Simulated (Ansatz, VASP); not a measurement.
## One calculation of Ti3Sb2Se3, two programs

```xyz
8
Lattice="3.5506 0.0000 0.0000 -1.7753 3.0749 0.0000 0.0000 0.0000 16.7294" Properties=species:S:1:pos:R:3 pbc="T T T"
Ti    1.7753    1.0250    1.5025
Ti    0.0000    2.0500   15.2269
Ti    0.0000    0.0000    8.3647
Sb    0.0000    2.0500    3.5222
Sb    1.7753    1.0250   13.2073
Se    0.0000    0.0000    0.0000
Se    0.0000    2.0500    9.9102
Se    1.7753    1.0250    6.8192
```

Alike in both runs: functional PBE; k mesh 12 × 12 × 2; occupations gaussian, width 0.1 eV; no spin polarisation.

Ansatz relaxed the structure, and its values are those at the end. VASP's run is a single point on that final structure, the one shown.

|  | VASP | Ansatz |
| --- | --- | --- |
| version | VASP 6.6.1 | Ansatz 0.2.0 |
| potentials or method | VASP PAW PBE potentials, release 64 (Ti_sv, Sb, Se), cutoff 520 eV | scalar-relativistic, plane waves, PAW |
| valence electrons in the cell | 64 | 114 |

```csv
,VASP,Ansatz,Ansatz less VASP
gap on the k mesh at the Fermi level (eV),none,none,-
pressure (GPa),0.1,0.0,-0.08
rms of the force components (eV/Å),0.007,0.000,-0.0063
```

A gap of «none» marks a metal or a gap that the smearing closes. The functional is the same, so the differences come from potentials, cutoffs and numerics. VASP's potentials hold 64 valence electrons a cell and Ansatz's 114, so a difference there can come from the potentials and not from the codes.

Neither program's run includes spin-orbit coupling.
